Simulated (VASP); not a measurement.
# C (P6_3/mmc) in VASP: single point with PBE

Aim: the single point of C with PBE.

The COD entry that gives the cell may itself be a prediction, so a difference from it is no test against experiment.

Everything below comes from runs of VASP 6.6.1. Logs are shortened: lines on timing, memory, paths and dates and some standing lists are left out, and cuts for length are marked.

**1. The cell of the first run**

It takes space group P6_3/mmc (No. 194, hexagonal). Conventional cell: a = 2.522 Å, b = 2.522 Å, c = 8.237 Å, α = 90.00°, β = 90.00°, γ = 120.00°. C (site symmetry 3m) has 4 C at 1.54 Å within 2.1 Å. C (site symmetry 3m) has 4 C at 1.54 Å within 2.1 Å.

**2. Single point, PBE**

The input, INCAR:

```
SYSTEM = C
PREC = Accurate
ENCUT = 520
EDIFF = 1E-6
ISMEAR = 0
SIGMA = 0.05
LREAL = .False.
LASPH = .True.
NELM = 60
ALGO = Normal
ISIF = 2
LWAVE = .False.
LCHARG = .False.
GGA = PE
NBANDS = 26
```

The input, KPOINTS:

```
Automatic mesh
0
Gamma
  18 18 6
  0 0 0
```

The input, POSCAR:

```
C
1.0
    2.5221000000      0.0000000000      0.0000000000
   -1.2610500000      2.1842026700      0.0000000000
    0.0000000000      0.0000000000      8.2371000000
C
8
Direct
    0.0000000000      0.0000000000      0.0937500000
    0.0000000000      0.0000000000      0.5937500000
    0.0000000000      0.0000000000      0.4062500000
    0.0000000000      0.0000000000      0.9062500000
    0.3333333300      0.6666666700      0.1562500000
    0.6666666700      0.3333333300      0.6562500000
    0.3333333300      0.6666666700      0.3437500000
    0.6666666700      0.3333333300      0.8437500000
```

Potentials or basis: VASP PAW PBE potentials, release 64 (C).

Launch:

```
> cat potpaw_PBE.64/C/POTCAR > POTCAR
> mpirun -np 1 vasp_std > vasp.out
```

OUTCAR:

```text
SYSTEM = C
   PREC = Accurate
   ENCUT = 520
   EDIFF = 1E-6
   ISMEAR = 0
   LREAL = .False.
   LASPH = .True.
   NELM = 60
   ISIF = 2
   GGA = PE

 ion  position               nearest neighbor table
   1  0.000  0.000  0.094-   4 1.54   5 1.54   5 1.54   5 1.54
   2  0.000  0.000  0.594-   3 1.54   6 1.54   6 1.54   6 1.54
   3  0.000  0.000  0.406-   2 1.54   7 1.54   7 1.54   7 1.54
   4  0.000  0.000  0.906-   1 1.54   8 1.54   8 1.54   8 1.54
   5  0.333  0.667  0.156-   7 1.54   1 1.54   1 1.54   1 1.54
   6  0.667  0.333  0.656-   8 1.54   2 1.54   2 1.54   2 1.54
   7  0.333  0.667  0.344-   5 1.54   3 1.54   3 1.54   3 1.54
   8  0.667  0.333  0.844-   6 1.54   4 1.54   4 1.54   4 1.54

  LATTYP: Found a hexagonal cell.
 ALAT       =     2.5221000000
 C/A-ratio  =     3.2659688355

  Lattice vectors:

 A1 = (   2.5221000000,   0.0000000000,   0.0000000000)
 A2 = (  -1.2610500000,   2.1842026700,   0.0000000000)
 A3 = (   0.0000000000,   0.0000000000,   8.2371000000)

Analysis of symmetry for initial positions (statically):
=====================================================================
 Subroutine PRICEL returns:
 Original cell was already a primitive cell.

 Routine SETGRP: Setting up the symmetry group for a
 hexagonal supercell.

 Subroutine GETGRP returns: Found 24 space group operations
 (whereof 12 operations were pure point group operations)
 out of a pool of 24 trial point group operations.

The static configuration has the point symmetry D_3d.
 The point group associated with its full space group is D_6h.

Analysis of symmetry for dynamics (positions and initial velocities):
=====================================================================
 Subroutine PRICEL returns:
 Original cell was already a primitive cell.

 Routine SETGRP: Setting up the symmetry group for a
 hexagonal supercell.

 Subroutine GETGRP returns: Found 24 space group operations
 (whereof 12 operations were pure point group operations)
 out of a pool of 24 trial point group operations.

The dynamic configuration has the point symmetry D_3d.
 The point group associated with its full space group is D_6h.

 Subroutine INISYM returns: Found 24 space group operations
 (whereof 12 operations are pure point group operations),
 and found     1 'primitive' translations

----------------------------------------------------------------------------------------

                                     Primitive cell

[... 108 lines left out ...]
   ISIF   =      2    stress and relaxation
   ISYM   =      2    0-nonsym 1-usesym 2-fastsym
   POTIM  = 0.5000    time-step for ionic-motion
   TEBEG  =    0.0;   TEEND  =   0.0 temperature during run
   PSTRESS=    0.0 pullay stress
   NELECT =      32.0000    total number of electrons
   NUPDOWN=      -1.0000    fix difference up-down
   EMIN   =  10.00;   EMAX   =-10.00  energy-range for DOS
   EFERMI =   0.00;   METHOD = LEGACY
   ISMEAR =     0;   SIGMA  =   0.05  broadening in eV -4-tet -1-fermi 0-gaus
   EFERMI_NEDOS =   21; number of points for ismear=-14 and -15
   IALGO  =     38    algorithm
   IMIX   =      4    mixing-type and parameters
     AMIX     =   0.40;   BMIX     =  1.00
     AMIX_MAG =   1.60;   BMIX_MAG =  1.00
  volume/ion in A,a.u.               =       5.67        38.28
  Fermi-wavevector in a.u.,A,eV,Ry     =   1.457186  2.753682 28.890486  2.123391
  Thomas-Fermi vector in A             =   2.574017
   LORBIT       =      0    0 simple, 1 ext, 2 COOP (PROOUT), +10 PAW based schemes
   GGA     = PE    functional components
   LHFCALC =     F    Hartree Fock is set to
   AEXX    =    0.0000 exact exchange contribution
   IVDW    =     0    specifies the selected vdW correction
   LEPSILON=     F    determine dielectric tensor
   LRPA    =     F    only Hartree local field effects (RPA)
 non-spin polarized calculation
 Gauss-broadening in eV      SIGMA  =   0.05
  energy-cutoff  :      520.00
  volume of cell :       45.38
 maximum number of plane-waves:      1242
 NGX is ok and might be reduce to    20
   NGX =  9   NGY =  9   NGZ = 31

 number of electron      31.9999995 magnetization

 Free energy of the ion-electron system (eV)
  ---------------------------------------------------
  ext. energy  EPLUGINS =         0.00000000
  ---------------------------------------------------
  free energy    TOTEN  =       -72.64810124 eV

  energy without entropy =      -72.64810124  energy(sigma->0) =      -72.64810124

 E-fermi :  10.1143     XC(G=0): -13.2480

 val. band max:        9.8674312693   @ k =   0.0000   0.0000   0.0000
 cond. band min:      14.2901453015   @ k =   0.3889   0.0000   0.0000
 fundamental gap:      4.4227140322
 Fermi energy:        10.1143062328

 k-point     1 :       0.0000    0.0000    0.0000
  band No.  band energies     occupation
      1     -11.7606      2.00000
      2     -10.0661      2.00000
      3     -10.0159      2.00000
      4      -5.9494      2.00000
      5      -3.6617      2.00000
      6       3.1290      2.00000
[... 685 lines left out ...]
     25      21.3507      0.00000
     26      22.0537      0.00000

 [... further k-points ...]

------------------------ aborting loop because EDIFF is reached ----------------------------------------

  FORCE on cell =-STRESS in cart. coord.  units (eV):
  Direction    XX          YY          ZZ          XY          YZ          ZX
  --------------------------------------------------------------------------------------
  -------------------------------------------------------------------------------------
  Total       -0.3313273     -0.3313273      3.1532150      0.0000000      0.0000000      0.0000000
  in kB      -11.6987178    -11.6987178    111.3357370      0.0000000      0.0000000      0.0000000
  external PRESSURE =      29.3127671 kB  Pullay stress =       0.0000000 kB

 VOLUME and BASIS-vectors are now :
 -----------------------------------------------------------------------------
  energy-cutoff  :      520.00
  volume of cell :       45.38
      direct lattice vectors                 reciprocal lattice vectors
     2.522100000  0.000000000  0.000000000     0.396494984  0.228916486  0.000000000
    -1.261050000  2.184202670  0.000000000     0.000000000  0.457832972  0.000000000
     0.000000000  0.000000000  8.237100000     0.000000000  0.000000000  0.121401950

 POSITION                                       TOTAL-FORCE (eV/Angst)
 -----------------------------------------------------------------------------------
      0.00000      0.00000      0.77223         0.000000      0.000000     -0.328738
      0.00000      0.00000      4.89078         0.000000     -0.000000     -0.328738
      0.00000      0.00000      3.34632         0.000000      0.000000      0.328738
      0.00000      0.00000      7.46487        -0.000000     -0.000000      0.328738
     -0.00000      1.45614      1.28705        -0.000000      0.000000     -0.319737
      1.26105      0.72807      5.40560         0.000000     -0.000000     -0.319737
     -0.00000      1.45614      2.83150        -0.000000      0.000000      0.319737
      1.26105      0.72807      6.95005         0.000000     -0.000000      0.319737
 -----------------------------------------------------------------------------------
    total drift:                                0.000000      0.000000      0.000000

  FREE ENERGIE OF THE ION-ELECTRON SYSTEM (eV)
  ---------------------------------------------------
  free  energy   TOTEN  =       -72.6481012351 eV

  energy  without entropy=      -72.6481012351  energy(sigma->0) =      -72.64810124
```

OSZICAR:

```text
N       E                     dE             d eps       ncg     rms          rms(c)
DAV:   1     0.653726748562E+02    0.65373E+02   -0.16556E+04  7696   0.120E+03
DAV:   2    -0.699514168245E+02   -0.13532E+03   -0.12737E+03 10138   0.231E+02
DAV:   3    -0.751605979291E+02   -0.52092E+01   -0.51670E+01 10462   0.396E+01
DAV:   4    -0.752080243722E+02   -0.47426E-01   -0.47352E-01  9850   0.420E+00
DAV:   5    -0.752088728608E+02   -0.84849E-03   -0.84758E-03 10342   0.509E-01    0.111E+01
DAV:   6    -0.732890904263E+02    0.19198E+01   -0.12400E+00  8806   0.596E+00    0.662E+00
DAV:   7    -0.726443751776E+02    0.64472E+00   -0.15128E+00  9214   0.681E+00    0.141E+00
DAV:   8    -0.726478561034E+02   -0.34809E-02   -0.35816E-02  9878   0.102E+00    0.757E-02
DAV:   9    -0.726480242298E+02   -0.16813E-03   -0.46109E-04 10162   0.139E-01    0.327E-02
DAV:  10    -0.726481010421E+02   -0.76812E-04   -0.70661E-05  9356   0.584E-02    0.952E-03
DAV:  11    -0.726481012351E+02   -0.19299E-06   -0.13942E-06  7864   0.823E-03
   1 F= -.72648101E+02 E0= -.72648101E+02  d E =-.750071E-15
```

stdout:

```text
POSCAR found type information on POSCAR C
 POSCAR found :  1 types and       8 ions
 scaLAPACK will be used
 LDA part: xc-table for (Slater+PW92), standard interpolation
 POSCAR, INCAR and KPOINTS ok, starting setup
 FFT: planning ... GRIDC
 FFT: planning ... GRID_SOFT
 FFT: planning ... GRID
 WAVECAR not read
 entering main loop
```

Run time: 2.2 min. Hardware: 1 thread of Intel Xeon 6975P-C, shared host; peak memory 0.24 GiB.

Results:

- Free energy: -72.6481 eV
- Pressure: 2.9 GPa
- Largest force: 0.329 eV/Å
- Band gap on the k mesh: 4.42 eV, indirect (least direct gap 5.18 eV)

Forces in eV/Å, atoms in the order of the input:
```
C    0.000  0.000 -0.329
C    0.000  0.000 -0.329
C    0.000  0.000  0.329
C    0.000  0.000  0.329
C    0.000  0.000 -0.320
C    0.000  0.000 -0.320
C    0.000  0.000  0.320
C    0.000  0.000  0.320
```

A k mesh can miss the band edges. PBE gaps usually lie below the measured ones, often by a third to a half.
